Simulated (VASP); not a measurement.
Crystal: Ca3PbO.

```xyz
5
Lattice="5.0700 0.0000 0.0000 0.0000 5.0700 0.0000 0.0000 0.0000 5.0700" Properties=species:S:1:pos:R:3 pbc="T T T"
Pb    0.0000    0.0000    0.0000
O     2.5350    2.5350    2.5350
Ca    2.5350    2.5350    0.0000
Ca    0.0000    2.5350    2.5350
Ca    2.5350    0.0000    2.5350
```

- Program: VASP 6.6.1
- Task: relaxation of cell and atoms
- Functional: PBEsol
- Potentials or basis: VASP PAW PBE potentials, release 64 (Pb_d, O, Ca_sv)
- Cutoff: 600 eV
- k mesh: 5 × 5 × 5
- Occupations: gaussian, width 0.05 eV
- Spin: no spin polarisation

At the start: pressure -6.5 GPa; volume 26.06 Å³/atom.

**Question.** Where does the relaxation end?

**Answer.** Over 3 steps the energy falls by 91.4 meV/atom and the volume is 22.17 Å³/atom (-14.9 %); space group Pm-3m (No. 221, to 0.1 Å) before and after.

Step by step:
```
step  energy change (eV)  largest force (eV/Å)  pressure (GPa)  volume (Å³)
   1              0.0000                0.0000           -6.50       130.32
   2             -0.4564                0.0000           -0.27       111.37
   3             -0.4569                0.0000           -0.01       110.86
```

Final structure:
```xyz
5
Lattice="4.8039 0.0000 0.0000 0.0000 4.8039 0.0000 0.0000 0.0000 4.8039" Properties=species:S:1:pos:R:3 pbc="T T T"
Pb    0.0000    0.0000    0.0000
O     2.4020    2.4020    2.4020
Ca    2.4020    2.4020    0.0000
Ca    0.0000    2.4020    2.4020
Ca    2.4020    0.0000    2.4020
```

Caveat: the PAW data sets were made with another functional, which shifts forces and pressure a little.
